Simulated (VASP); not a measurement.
Runs of VASP 6.6.1 on Os4C. The structure is that of space group Pm-3m (No. 221), or close to it. The cells are those of the table. 

| task | potentials or basis | cell | k mesh | cutoff (eV) | second run | gap on the mesh (eV) | pressure (GPa) |
| --- | --- | --- | --- | --- | --- | --- | --- |
| single point | VASP PAW PBE potentials, release 64 (Os, C) | a = 4.031 Å, 5 atoms | 4 × 4 × 4 | 520 | - | none | 1.4 |
| single point | VASP PAW PBE potentials, release 64 (Os, C) | a = 4.028 Å, 5 atoms | 10 × 10 × 10 | 520 | - | none | (a) |
| relaxation of cell and atoms | VASP PAW PBE potentials, release 64 (Os, C) | relaxed from a = 4.462 Å, 5 atoms | 4 × 4 × 4 | 600 | - | none | -0.4 |
| single point | VASP PAW PBE potentials, release 64 (Os, C) | a = 4.462 Å, 5 atoms | 4 × 4 × 4 | 520 | - | none | -51.5 |
| single point | VASP PAW PBE potentials, release 64 (Os_sv_GW, C) | a = 4.031 Å, 5 atoms | 4 × 4 × 4 | 600 | valence_matched | none | -0.6 |

Alike in all rows: level PBE; no spin polarisation; smearing gaussian 0.1 eV.

Estimate the missing entries.

(a) 1.6.

Caveats: some runs use coarse meshes; spin-orbit coupling is left out, which moves the levels of the heavy elements.

A k mesh can miss the band edges, and the runs leave out spin-orbit coupling on Os.

A gap of «none» marks levels without a gap at the run's occupations.

The runs don't all hold the same shells in valence.
